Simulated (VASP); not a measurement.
# Ni2O (Fd-3m) in VASP: a series of runs

The runs below take Ni2O through single point, relaxation of cell and atoms, with PBE.

All numbers are computed with VASP 6.6.1; they aren't measurements. Logs are shortened: lines on timing, memory, paths and dates and some standing lists are left out, and cuts for length are marked.

### Step 1. The cell of the first run

It takes space group Fd-3m (No. 227, cubic). The conventional cell has a = 8.196 Å, b = 8.196 Å, c = 8.196 Å, α = 90.00°, β = 90.00°, γ = 90.00°. Ni (site symmetry -3m) has 2 O at 1.77 Å within 2.4 Å. Within 2.4 Å of O (site symmetry -43m) lie 4 Ni at 1.77 Å.

### Step 2. Single point, PBE

The input, INCAR:

```
SYSTEM = Ni2O
  PREC = Accurate
  ENCUT = 520
  EDIFF = 1E-6
  ISMEAR = 0
  SIGMA = 0.1
  LREAL = .False.
  LASPH = .True.
  NELM = 100
  ALGO = Normal
  ISIF = 2
  LWAVE = .False.
  LCHARG = .False.
  GGA = PE
  NBANDS = 35
```

The input, KPOINTS:

```
Automatic mesh
0
Gamma
  4 4 4
  0 0 0
```

The input, POSCAR:

```
Ni2O
1.0
    0.0000000000      4.0979852341      4.0979852341
    4.0979852341      0.0000000000      4.0979852341
    4.0979852341      4.0979852341      0.0000000000
Ni O
4 2
Direct
    0.6250000000      0.6250000000      0.6250000000
    0.1250000000      0.6250000000      0.6250000000
    0.6250000000      0.6250000000      0.1250000000
    0.6250000000      0.1250000000      0.6250000000
    0.5000000000      0.5000000000      0.5000000000
    0.7500000000      0.7500000000      0.7500000000
```

Potentials or basis: VASP PAW PBE potentials, release 64 (Ni, O).

Run with:

```console
cat potpaw_PBE.64/Ni/POTCAR potpaw_PBE.64/O/POTCAR > POTCAR
mpirun -np 1 vasp_std > vasp.out
```

OUTCAR:

```text
SYSTEM = Ni2O
   PREC = Accurate
   ENCUT = 520
   EDIFF = 1E-6
   ISMEAR = 0
   LREAL = .False.
   LASPH = .True.
   NELM = 100
   ISIF = 2
   GGA = PE

 ion  position               nearest neighbor table
   1  0.625  0.625  0.625-   5 1.77   6 1.77   4 2.90   2 2.90   3 2.90   3 2.90   4 2.90   2 2.90

   2  0.125  0.625  0.625-   5 1.77   6 1.77   1 2.90   3 2.90   4 2.90   1 2.90   3 2.90   4 2.90

   3  0.625  0.625  0.125-   5 1.77   6 1.77   1 2.90   1 2.90   2 2.90   4 2.90   4 2.90   2 2.90

   4  0.625  0.125  0.625-   5 1.77   6 1.77   1 2.90   3 2.90   1 2.90   2 2.90   3 2.90   2 2.90

   5  0.500  0.500  0.500-   2 1.77   3 1.77   4 1.77   1 1.77
   6  0.750  0.750  0.750-   2 1.77   3 1.77   4 1.77   1 1.77

  LATTYP: Found a face centered cubic cell.
 ALAT       =     8.1959704682

  Lattice vectors:

 A1 = (   0.0000000000,   4.0979852341,   4.0979852341)
 A2 = (   4.0979852341,   0.0000000000,   4.0979852341)
 A3 = (   4.0979852341,   4.0979852341,   0.0000000000)

Analysis of symmetry for initial positions (statically):
=====================================================================
 Subroutine PRICEL returns:
 Original cell was already a primitive cell.

 Routine SETGRP: Setting up the symmetry group for a
 face centered cubic supercell.

 Subroutine GETGRP returns: Found 48 space group operations
 (whereof 24 operations were pure point group operations)
 out of a pool of 48 trial point group operations.

The static configuration has the point symmetry T_d .
 The point group associated with its full space group is O_h .

Analysis of symmetry for dynamics (positions and initial velocities):
=====================================================================
 Subroutine PRICEL returns:
 Original cell was already a primitive cell.

 Routine SETGRP: Setting up the symmetry group for a
 face centered cubic supercell.

 Subroutine GETGRP returns: Found 48 space group operations
 (whereof 24 operations were pure point group operations)
 out of a pool of 48 trial point group operations.

The dynamic configuration has the point symmetry T_d .
 The point group associated with its full space group is O_h .

 Subroutine INISYM returns: Found 48 space group operations
 (whereof 24 operations are pure point group operations),
 and found     1 'primitive' translations

----------------------------------------------------------------------------------------

                                     Primitive cell

  volume of cell :     137.6389

  direct lattice vectors                    reciprocal lattice vectors
     0.000000000  4.097985234  4.097985234    -0.122011177  0.122011177  0.122011177
     4.097985234  0.000000000  4.097985234     0.122011177 -0.122011177  0.122011177
     4.097985234  4.097985234  0.000000000     0.122011177  0.122011177 -0.122011177

  length of vectors
     5.795426296  5.795426296  5.795426296     0.211329557  0.211329557  0.211329557

  position of ions in fractional coordinates (direct lattice)
     0.625000000  0.625000000  0.625000000
     0.125000000  0.625000000  0.625000000
     0.625000000  0.625000000  0.125000000
     0.625000000  0.125000000  0.625000000
     0.500000000  0.500000000  0.500000000
     0.750000000  0.750000000  0.750000000

  ion indices of the primitive-cell ions
   primitive index   ion index
                 1           1
                 2           2
                 3           3
                 4           4
                 5           5
                 6           6

----------------------------------------------------------------------------------------

 KPOINTS: Automatic mesh

Automatic generation of k-mesh.
 Grid dimensions read from file:
 generate k-points for:    4    4    4

 Generating k-lattice:

  Cartesian coordinates                     Fractional coordinates (reciprocal lattice)
    -0.030502794  0.030502794  0.030502794     0.250000000  0.000000000  0.000000000
     0.030502794 -0.030502794  0.030502794     0.000000000  0.250000000  0.000000000
     0.030502794  0.030502794 -0.030502794     0.000000000  0.000000000  0.250000000

  Length of vectors
     0.052832389  0.052832389  0.052832389

  Shift w.r.t. Gamma in fractional coordinates (k-lattice)
     0.000000000  0.000000000  0.000000000

 Subroutine IBZKPT returns following result:
 ===========================================

 Found      8 irreducible k-points:

 Following reciprocal coordinates:
            Coordinates               Weight
  0.000000  0.000000  0.000000      1.000000
  0.250000  0.000000  0.000000      8.000000
  0.500000  0.000000  0.000000      4.000000
  0.250000  0.250000  0.000000      6.000000
  0.500000  0.250000  0.000000     24.000000
 -0.250000  0.250000  0.000000     12.000000
  0.500000  0.500000  0.000000      3.000000
 -0.250000  0.500000  0.250000      6.000000
   k-points           NKPTS =      8   k-points in BZ     NKDIM =      8   number of bands    NBANDS=     35
   number of dos      NEDOS =    301   number of ions     NIONS =      6
   total plane-waves  NPLWV = 110592
   dimension x,y,z NGX =    48 NGY =   48 NGZ =   48
   dimension x,y,z NGXF=    96 NGYF=   96 NGZF=   96
   ions per type =               4   2
   NGX,Y,Z   is equivalent  to a cutoff of  13.77, 13.77, 13.77 a.u.
   NGXF,Y,Z  is equivalent  to a cutoff of  27.54, 27.54, 27.54 a.u.
 SYSTEM =  Ni2O
   PREC   = accura    normal or accurate (medium, high low for compatibility)
   ISTART =      0    job   : 0-new  1-cont  2-samecut
   ICHARG =      2    charge: 1-file 2-atom 10-const
   ISPIN  =      1    spin polarized calculation?
   LNONCOLLINEAR =      F non collinear calculations
   LSORBIT =      F    spin-orbit coupling
   LASPH  =      T    aspherical Exc in radial PAW
   ENCUT  =  520.0 eV  38.22 Ry    6.18 a.u.  10.78 10.78 10.78*2*pi/ulx,y,z
   NELM   =    100;   NELMIN=  2; NELMDL= -5     # of ELM steps
   EDIFF  = 0.1E-05   stopping-criterion for ELM
   LREAL  =      F    real-space projection
   EDIFFG = 0.1E-04   stopping-criterion for IOM
   NSW    =      0    number of steps for IOM
   IBRION =     -1    ionic relax: 0-MD 1-quasi-New 2-CG
   NFREE  =      0    steps in history (QN), initial steepest desc. (CG)
   ISIF   =      2    stress and relaxation
   ISYM   =      2    0-nonsym 1-usesym 2-fastsym
   POTIM  = 0.5000    time-step for ionic-motion
   TEBEG  =    0.0;   TEEND  =   0.0 temperature during run
   PSTRESS=    0.0 pullay stress
   NELECT =      52.0000    total number of electrons
   NUPDOWN=      -1.0000    fix difference up-down
   EMIN   =  10.00;   EMAX   =-10.00  energy-range for DOS
   EFERMI =   0.00;   METHOD = LEGACY
   ISMEAR =     0;   SIGMA  =   0.10  broadening in eV -4-tet -1-fermi 0-gaus
   EFERMI_NEDOS =   21; number of points for ismear=-14 and -15
   IALGO  =     38    algorithm
   IMIX   =      4    mixing-type and parameters
     AMIX     =   0.40;   BMIX     =  1.00
     AMIX_MAG =   1.60;   BMIX_MAG =  1.00
  volume/ion in A,a.u.               =      22.94       154.81
  Fermi-wavevector in a.u.,A,eV,Ry     =   1.183484  2.236460 19.056773  1.400633
  Thomas-Fermi vector in A             =   2.319717
   LORBIT       =      0    0 simple, 1 ext, 2 COOP (PROOUT), +10 PAW based schemes
   GGA     = PE    functional components
   LHFCALC =     F    Hartree Fock is set to
   AEXX    =    0.0000 exact exchange contribution
   IVDW    =     0    specifies the selected vdW correction
   LEPSILON=     F    determine dielectric tensor
   LRPA    =     F    only Hartree local field effects (RPA)
 non-spin polarized calculation
 Gauss-broadening in eV      SIGMA  =   0.10
  energy-cutoff  :      520.00
  volume of cell :      137.64
 maximum number of plane-waves:      3719
 NGX is ok and might be reduce to    48
   NGX = 21   NGY = 21   NGZ = 21

 number of electron      51.9999974 magnetization

 Free energy of the ion-electron system (eV)
  ---------------------------------------------------
  ext. energy  EPLUGINS =         0.00000000
  ---------------------------------------------------
  free energy    TOTEN  =       -31.52657821 eV

  energy without entropy =      -31.48662126  energy(sigma->0) =      -31.50659974

 E-fermi :   1.0013     XC(G=0):  -7.6798

 val. band max:        0.9729529028   @ k =   0.5000   0.5000   0.0000
 cond. band min:       1.0119793193   @ k =   0.5000   0.2500   0.0000
 fundamental gap:      0.0390264165
 Fermi energy:         1.0012517879

 k-point     1 :       0.0000    0.0000    0.0000
  band No.  band energies     occupation
      1     -20.1867      2.00000
      2     -19.3282      2.00000
      3      -6.9880      2.00000
      4      -6.9880      2.00000
      5      -6.9880      2.00000
      6      -4.8678      2.00000
[... 27 lines left out ...]
     34       5.7731      0.00000
     35       7.7476      0.00000

 k-point     2 :       0.2500    0.0000    0.0000
  band No.  band energies     occupation
      1     -20.1033      2.00000
      2     -19.4257      2.00000
      3      -6.9267      2.00000
      4      -6.9267      2.00000
      5      -6.7337      2.00000
      6      -5.2533      2.00000
[... 27 lines left out ...]
     34       6.3681      0.00000
     35       7.2457      0.00000

 k-point     3 :       0.5000    0.0000    0.0000
  band No.  band energies     occupation
      1     -19.9855      2.00000
      2     -19.5577      2.00000
      3      -6.8580      2.00000
      4      -6.8580      2.00000
      5      -6.2090      2.00000
      6      -5.8899      2.00000
[... 27 lines left out ...]
     34       7.0435      0.00000
     35       7.1552      0.00000
[... 115 lines left out ...]
 k-point     7 :       0.5000    0.5000    0.0000
  band No.  band energies     occupation
      1     -19.7762      2.00000
      2     -19.7762      2.00000
      3      -6.7229      2.00000
      4      -6.7229      2.00000
      5      -6.0278      2.00000
      6      -6.0278      2.00000
[... 27 lines left out ...]
     34       5.9157      0.00000
     35       8.6180      0.00000

 k-point     8 :      -0.2500    0.5000    0.2500
  band No.  band energies     occupation
      1     -19.7763      2.00000
      2     -19.7763      2.00000
      3      -6.7287      2.00000
      4      -6.7287      2.00000
      5      -6.0140      2.00000
      6      -6.0140      2.00000
[... 27 lines left out ...]
     34       6.7614      0.00000
     35       7.7756      0.00000

------------------------ aborting loop because EDIFF is reached ----------------------------------------

  FORCE on cell =-STRESS in cart. coord.  units (eV):
  Direction    XX          YY          ZZ          XY          YZ          ZX
  --------------------------------------------------------------------------------------
  -------------------------------------------------------------------------------------
  Total        0.3692115      0.3692115      0.3692115     -0.0000000      0.0000000      0.0000000
  in kB        4.2977847      4.2977847      4.2977847     -0.0000000      0.0000000      0.0000000
  external PRESSURE =       4.2977847 kB  Pullay stress =       0.0000000 kB

 VOLUME and BASIS-vectors are now :
 -----------------------------------------------------------------------------
  energy-cutoff  :      520.00
  volume of cell :      137.64
      direct lattice vectors                 reciprocal lattice vectors
     0.000000000  4.097985234  4.097985234    -0.122011177  0.122011177  0.122011177
     4.097985234  0.000000000  4.097985234     0.122011177 -0.122011177  0.122011177
     4.097985234  4.097985234  0.000000000     0.122011177  0.122011177 -0.122011177

 POSITION                                       TOTAL-FORCE (eV/Angst)
 -----------------------------------------------------------------------------------
      5.12248      5.12248      5.12248         0.000000      0.000000     -0.000000
      5.12248      3.07349      3.07349         0.000000      0.000000     -0.000000
      3.07349      3.07349      5.12248        -0.000000      0.000000     -0.000000
      3.07349      5.12248      3.07349         0.000000      0.000000     -0.000000
      4.09799      4.09799      4.09799        -0.000000     -0.000000     -0.000000
      6.14698      6.14698      6.14698         0.000000      0.000000      0.000000
 -----------------------------------------------------------------------------------
    total drift:                                0.000000     -0.000000     -0.000000

  FREE ENERGIE OF THE ION-ELECTRON SYSTEM (eV)
  ---------------------------------------------------
  free  energy   TOTEN  =       -31.5265782112 eV

  energy  without entropy=      -31.4866212622  energy(sigma->0) =      -31.50659974
```

Wall time 40 s (1 thread of AMD EPYC 9R45 (Zen 5), shared host); peak memory 0.28 GiB.

What came out:

```yaml
Free_energy: -31.5266 eV
Pressure: 0.4 GPa
Band_gap_on_the_k_mesh: zero (bands 26 and 27 overlap by 0.97 eV)
```

Caveat: the run has no spin polarisation, though such a crystal can be magnetic. With open d or f shells a metallic result of PBE can be an artefact of self-interaction; +U or a hybrid may open a gap.

(Continued in part 2 of 2.)

The gap in the log of VASP goes by the Fermi energy; the results here count the filled bands.